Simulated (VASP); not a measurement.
# Nb (Pm-3m) in VASP: a series of runs

Nb is run at these levels: PBE; tasks: single point.

All numbers are computed with VASP 6.6.1; they aren't measurements. Logs are shortened: lines on timing, memory, paths and dates and some standing lists are left out, and cuts for length are marked.

**1. The cell of the first run**

Symmetry: Pm-3m, No. 221, cubic system. The conventional cell has a = 2.607 Å, b = 2.607 Å, c = 2.607 Å, α = 90.00°, β = 90.00°, γ = 90.00°. Within 3.4 Å of Nb (site symmetry m-3m) lie 6 Nb at 2.61 Å.

**2. Single point, PBE, collinear spin, ferromagnetic start (volume scaled by 0.88)**

INCAR reads:

```
SYSTEM = Nb
  PREC = Accurate
  ENCUT = 520
  EDIFF = 1E-6
  ISMEAR = -1
  SIGMA = 0.05
  LREAL = .False.
  LASPH = .True.
  NELM = 150
  ALGO = Normal
  ISIF = 2
  LWAVE = .False.
  LCHARG = .False.
  ISPIN = 2
  MAGMOM = 1
  LORBIT = 11
  LMAXMIX = 4
  GGA = PE
  NBANDS = 16
```

KPOINTS reads:

```
Automatic mesh
0
Gamma
  13 13 13
  0 0 0
```

POSCAR reads:

```
Nb
1.0
    2.6066149515      0.0000000000      0.0000000000
    0.0000000000      2.6066149515      0.0000000000
    0.0000000000      0.0000000000      2.6066149515
Nb
1
Direct
    0.0000000000      0.0000000000      0.0000000000
```

Potentials or basis: VASP PAW PBE potentials, release 64 (Nb_sv).

Started as:

```sh
> cat potpaw_PBE.64/Nb_sv/POTCAR > POTCAR
> mpirun -np 1 vasp_std > vasp.out
```

OUTCAR:

```text
SYSTEM = Nb
   PREC = Accurate
   ENCUT = 520
   EDIFF = 1E-6
   ISMEAR = -1
   LREAL = .False.
   LASPH = .True.
   NELM = 150
   ISIF = 2
   ISPIN = 2
   LORBIT = 11
   GGA = PE

 ion  position               nearest neighbor table
   1  0.000  0.000  0.000-

  LATTYP: Found a simple cubic cell.
 ALAT       =     2.6066149515

  Lattice vectors:

 A1 = (   2.6066149515,   0.0000000000,   0.0000000000)
 A2 = (   0.0000000000,   2.6066149515,   0.0000000000)
 A3 = (   0.0000000000,   0.0000000000,   2.6066149515)

Analysis of symmetry for initial positions (statically):
=====================================================================
 Subroutine PRICEL returns:
 Original cell was already a primitive cell.

 Routine SETGRP: Setting up the symmetry group for a
 simple cubic supercell.

 Subroutine GETGRP returns: Found 48 space group operations
 (whereof 48 operations were pure point group operations)
 out of a pool of 48 trial point group operations.

The static configuration has the point symmetry O_h .

Analysis of symmetry for dynamics (positions and initial velocities):
=====================================================================
 Subroutine PRICEL returns:
 Original cell was already a primitive cell.

 Routine SETGRP: Setting up the symmetry group for a
 simple cubic supercell.

 Subroutine GETGRP returns: Found 48 space group operations
 (whereof 48 operations were pure point group operations)
 out of a pool of 48 trial point group operations.

The dynamic configuration has the point symmetry O_h .

Analysis of structural, dynamic, and magnetic symmetry:
=====================================================================
 Subroutine PRICEL returns:
 Original cell was already a primitive cell.

 Routine SETGRP: Setting up the symmetry group for a
 simple cubic supercell.

 Subroutine GETGRP returns: Found 48 space group operations
 (whereof 48 operations were pure point group operations)
 out of a pool of 48 trial point group operations.

The overall configuration has the point symmetry O_h .

 Subroutine INISYM returns: Found 48 space group operations
 (whereof 48 operations are pure point group operations),
 and found     1 'primitive' translations

----------------------------------------------------------------------------------------

                                     Primitive cell

  volume of cell :      17.7105

  direct lattice vectors                    reciprocal lattice vectors
     2.606614952  0.000000000  0.000000000     0.383639325  0.000000000  0.000000000
     0.000000000  2.606614952  0.000000000     0.000000000  0.383639325  0.000000000
     0.000000000  0.000000000  2.606614952     0.000000000  0.000000000  0.383639325
[... 97 lines left out ...]
   ISMEAR =    -1;   SIGMA  =   0.05  broadening in eV -4-tet -1-fermi 0-gaus
   EFERMI_NEDOS =   21; number of points for ismear=-14 and -15
   IALGO  =     38    algorithm
   IMIX   =      4    mixing-type and parameters
     AMIX     =   0.40;   BMIX     =  1.00
     AMIX_MAG =   1.60;   BMIX_MAG =  1.00
  volume/ion in A,a.u.               =      17.71       119.52
  Fermi-wavevector in a.u.,A,eV,Ry     =   1.476768  2.790688 29.672198  2.180845
  Thomas-Fermi vector in A             =   2.591255
   LORBIT       =     11    0 simple, 1 ext, 2 COOP (PROOUT), +10 PAW based schemes
   GGA     = PE    functional components
   LHFCALC =     F    Hartree Fock is set to
   AEXX    =    0.0000 exact exchange contribution
   IVDW    =     0    specifies the selected vdW correction
   LEPSILON=     F    determine dielectric tensor
   LRPA    =     F    only Hartree local field effects (RPA)
 spin polarized calculation
  energy-cutoff  :      520.00
  volume of cell :       17.71
 maximum number of plane-waves:       488
 NGX is ok and might be reduce to    20
   NGX =  9   NGY =  9   NGZ =  9

 number of electron      13.0000002 magnetization       0.0004196

 number of electron      13.0000002 magnetization      -0.0001017

 Free energy of the ion-electron system (eV)
  ---------------------------------------------------
  ext. energy  EPLUGINS =         0.00000000
  ---------------------------------------------------
  free energy    TOTEN  =        -9.10633461 eV

  energy without entropy =       -9.09957450  energy(sigma->0) =       -9.10295455

 E-fermi :  11.5402     XC(G=0): -12.4695

 val. band max:       11.5027633817   @ k =   0.3846   0.3077   0.2308
 cond. band min:      11.6241455016   @ k =   0.3846   0.0769   0.0000
 fundamental gap:      0.1213821199
 Fermi energy:        11.5402082570

 spin component 1

 k-point     1 :       0.0000    0.0000    0.0000
  band No.  band energies     occupation
      1     -43.1298      1.00000
      2     -18.0955      1.00000
      3     -18.0955      1.00000
      4     -18.0955      1.00000
      5       5.6793      1.00000
      6       8.2269      1.00000
[... 435 lines left out ...]
      5       8.0765      1.00000
      6       9.7764      1.00000
[... 8 lines left out ...]
     15      33.9771      0.00000
     16      37.0701      0.00000

 [... further k-points ...]

 spin component 2

 k-point     1 :       0.0000    0.0000    0.0000
  band No.  band energies     occupation
      1     -43.1299      1.00000
      2     -18.0956      1.00000
      3     -18.0956      1.00000
      4     -18.0956      1.00000
      5       5.6794      1.00000
      6       8.2269      1.00000
[... 435 lines left out ...]
      5       8.0764      1.00000
      6       9.7764      1.00000
[... 8 lines left out ...]
     15      33.9770      0.00000
     16      37.0701      0.00000

 [... further k-points ...]
[... 5 lines left out ...]
  --------------------------------------------------------------------------------------
  -------------------------------------------------------------------------------------
  Total        2.3198871      2.3198871      2.3198871      0.0000000     -0.0000000      0.0000000
  in kB      209.8682706    209.8682706    209.8682706      0.0000000     -0.0000000      0.0000000
  external PRESSURE =     209.8682706 kB  Pullay stress =       0.0000000 kB

 VOLUME and BASIS-vectors are now :
 -----------------------------------------------------------------------------
  energy-cutoff  :      520.00
  volume of cell :       17.71
      direct lattice vectors                 reciprocal lattice vectors
     2.606614952  0.000000000  0.000000000     0.383639325  0.000000000  0.000000000
     0.000000000  2.606614952  0.000000000     0.000000000  0.383639325  0.000000000
     0.000000000  0.000000000  2.606614952     0.000000000  0.000000000  0.383639325

 POSITION                                       TOTAL-FORCE (eV/Angst)
 -----------------------------------------------------------------------------------
      0.00000      0.00000      0.00000         0.000000      0.000000      0.000000
 -----------------------------------------------------------------------------------
    total drift:                                0.000000      0.000000      0.000000

  FREE ENERGIE OF THE ION-ELECTRON SYSTEM (eV)
  ---------------------------------------------------
  free  energy   TOTEN  =        -9.1063346075 eV

  energy  without entropy=       -9.0995745016  energy(sigma->0) =       -9.10295455

 total charge

# of ion       s       p       d       tot
------------------------------------------
    1        2.249   5.975   2.777  11.000

 magnetization (x)

# of ion       s       p       d       tot
------------------------------------------
    1       -0.000   0.000  -0.000  -0.000
```

It took 18 s on 1 thread of Intel Xeon 6975P-C (Granite Rapids), shared host; peak memory 0.15 GiB.

Results:

```
Free energy                                           : -9.1063 eV
Pressure                                              : 21.0 GPa
Net moment                                            : 0.00 μB per cell
Valence electrons inside the program's atomic spheres : Nb 11.00
```

Levels at points of the mesh, in eV from the Fermi level:
Spin up:
| k point | band 5 | band 6 | band 7 | band 8 | band 9 | band 10 |
| --- | --- | --- | --- | --- | --- | --- |
| (0.00, 0.00, 0.00) | -5.86 | -3.31 | -3.31 | 5.90 | 5.90 | 5.90 |
Spin down:
| k point | band 5 | band 6 | band 7 | band 8 | band 9 | band 10 |
| --- | --- | --- | --- | --- | --- | --- |
| (0.00, 0.00, 0.00) | -5.86 | -3.31 | -3.31 | 5.90 | 5.90 | 5.90 |

Caveat: the cell differs from its parent crystal (volume scaled by 0.88).

**3. Single point, PBE, collinear spin, ferromagnetic start (volume scaled by 0.92)**

INCAR reads:

```
PREC = Accurate
ENCUT = 520
EDIFF = 1E-6
ISMEAR = -1
SIGMA = 0.05
LREAL = False
LASPH = True
NELM = 150
ALGO = Normal
ISIF = 2
LWAVE = False
LCHARG = True
ISPIN = 2
MAGMOM = 1
LORBIT = 11
LMAXMIX = 4
GGA = PE
LELF = True
LVHAR = True
NBANDS = 16
```

KPOINTS reads:

```
regular mesh
0
Gamma
  13 13 13
```

POSCAR reads:

```
Nb
1.0
    2.6455253889      0.0000000000      0.0000000000
    0.0000000000      2.6455253889      0.0000000000
    0.0000000000      0.0000000000      2.6455253889
Nb
1
Direct
    0.0000000000      0.0000000000      0.0000000000
```

Potentials or basis: VASP PAW PBE potentials, release 64 (Nb_sv).

Started as:

```sh
> cat potpaw_PBE.64/Nb_sv/POTCAR > POTCAR
> mpirun -np 1 vasp_std > vasp.out
```

It took 19 s on 1 thread of Intel Xeon 6975P-C (Granite Rapids), shared host; peak memory 0.16 GiB.

It converged, with:

- Free energy: -9.1897 eV
- Pressure: 12.2 GPa
- Net moment: 0.00 μB per cell
- Valence electrons inside the program's atomic spheres: Nb 10.93

Levels at points of the mesh, in eV from the Fermi level:
Spin up:
| k point | band 3 | band 4 | band 5 | band 6 | band 7 | band 8 | band 9 | band 10 | band 11 | band 12 |
| --- | --- | --- | --- | --- | --- | --- | --- | --- | --- | --- |
| (0.00, 0.00, 0.00) | -29.76 | -29.76 | -5.78 | -3.12 | -3.12 | 5.60 | 5.60 | 5.60 | 15.34 | 15.34 |
Spin down:
```csv
k point,band 5,band 6,band 7,band 8,band 9,band 10
"(0.00, 0.00, 0.00)",-5.78,-3.12,-3.12,5.60,5.60,5.60
```

Caveat: the cell differs from its parent crystal (volume scaled by 0.92).

**4. Single point, PBE, collinear spin, ferromagnetic start (volume scaled by 0.96)**

INCAR reads:

```
SYSTEM = Nb
PREC = Accurate ; ENCUT = 520
EDIFF = 1E-7 ; ISMEAR = -1
SIGMA = 0.05 ; LREAL = .FALSE.
LASPH = .TRUE. ; NELM = 150
ALGO = Normal ; ISIF = 2
LWAVE = .FALSE. ; LCHARG = .TRUE.
ISPIN = 2 ; MAGMOM = 1
LORBIT = 11 ; LMAXMIX = 4
GGA = PE ; LELF = .TRUE.
LVHAR = .TRUE. ; NBANDS = 16
```

KPOINTS reads:

```
regular mesh
0
G
  13 13 13
  0 0 0
```

POSCAR reads:

```
Nb
1.0
    2.6833237155      0.0000000000      0.0000000000
    0.0000000000      2.6833237155      0.0000000000
    0.0000000000      0.0000000000      2.6833237155
Nb
1
Direct
    0.0000000000      0.0000000000      0.0000000000
```

Started as:

```sh
> cat potpaw_PBE.64/Nb_sv/POTCAR > POTCAR
> mpirun -np 1 vasp_std > vasp.out
```

It took 20 s on 1 thread of Intel Xeon 6975P-C (Granite Rapids), shared host; peak memory 0.15 GiB.

Results (log left out):

- Free energy: -9.2334 eV
- Pressure: 5.1 GPa
- Net moment: 0.00 μB per cell
- Valence electrons inside the program's atomic spheres: Nb 10.86

Levels at points of the mesh, in eV from the Fermi level:
Spin up:
```tsv
k point	band 4	band 5	band 6	band 7	band 8	band 9	band 10	band 11
(0.00, 0.00, 0.00)	-29.88	-5.70	-2.95	-2.95	5.32	5.32	5.32	14.95
```
Spin down:
| k point | band 4 | band 5 | band 6 | band 7 | band 8 | band 9 | band 10 | band 11 |
| --- | --- | --- | --- | --- | --- | --- | --- | --- |
| (0.00, 0.00, 0.00) | -29.88 | -5.70 | -2.95 | -2.95 | 5.32 | 5.32 | 5.32 | 14.95 |

Caveat: the cell differs from its parent crystal (volume scaled by 0.96).

**5. Single point, PBE, collinear spin, ferromagnetic start**

This run uses another cell than the first one, of 20.13 Å³/atom, 1.136 times its volume.

INCAR reads:

```
SYSTEM = Nb
ALGO = Normal ; EDIFF = 1E-6
ENCUT = 520 ; GGA = PE
ISIF = 2 ; ISMEAR = -1
ISPIN = 2 ; LASPH = .True.
LCHARG = .False. ; LMAXMIX = 4
LORBIT = 11 ; LREAL = .False.
LWAVE = .False. ; MAGMOM = 1
NBANDS = 16 ; NELM = 150
PREC = Accurate ; SIGMA = 0.05
```

KPOINTS reads:

```
k-points
0
Gamma
  13 13 13
  0 0 0
```

POSCAR reads:

```
Nb
1.0
    2.7200861428      0.0000000000      0.0000000000
    0.0000000000      2.7200861428      0.0000000000
    0.0000000000      0.0000000000      2.7200861428
Nb
1
Direct
    0.0000000000      0.0000000000      0.0000000000
```

Started as:

```sh
> cat potpaw_PBE.64/Nb_sv/POTCAR > POTCAR
> mpirun -np 1 vasp_std > vasp.out
```

Wall time 18 s (1 thread of Intel Xeon 6975P-C (Granite Rapids), shared host); peak memory 0.15 GiB.

It converged, with:

- Free energy: -9.2446 eV
- Pressure: -0.7 GPa
- Net moment: 0.00 μB per cell
- Valence electrons inside the program's atomic spheres: Nb 10.80

Levels at points of the mesh, in eV from the Fermi level:
Spin up:
```tsv
k point	band 3	band 4	band 5	band 6	band 7	band 8	band 9	band 10	band 11	band 12
(0.00, 0.00, 0.00)	-29.98	-29.98	-5.60	-2.79	-2.79	5.07	5.07	5.07	14.59	14.59
```
Spin down:
```tsv
k point	band 3	band 4	band 5	band 6	band 7	band 8	band 9	band 10	band 11	band 12
(0.00, 0.00, 0.00)	-29.98	-29.98	-5.60	-2.79	-2.79	5.07	5.07	5.07	14.59	14.59
```

**6. Overview**

| cell | gap on the mesh (eV) | pressure (GPa) | moment (μB) |
| --- | --- | --- | --- |
| a = 2.607 Å, 1 atom | none | 21.0 | 0.00 |
| a = 2.646 Å, 1 atom | none | 12.2 | 0.00 |
| a = 2.683 Å, 1 atom | none | 5.1 | 0.00 |
| a = 2.720 Å, 1 atom | none | -0.7 | 0.00 |

Alike in all rows: task single point; level PBE; potentials or basis VASP PAW PBE potentials, release 64 (Nb_sv); spin collinear, ferromagnetic start; k mesh 13 × 13 × 13; cutoff (eV) 520; smearing fermi-dirac 0.05 eV.

Absolute energies hang on the potentials; compare differences alone.
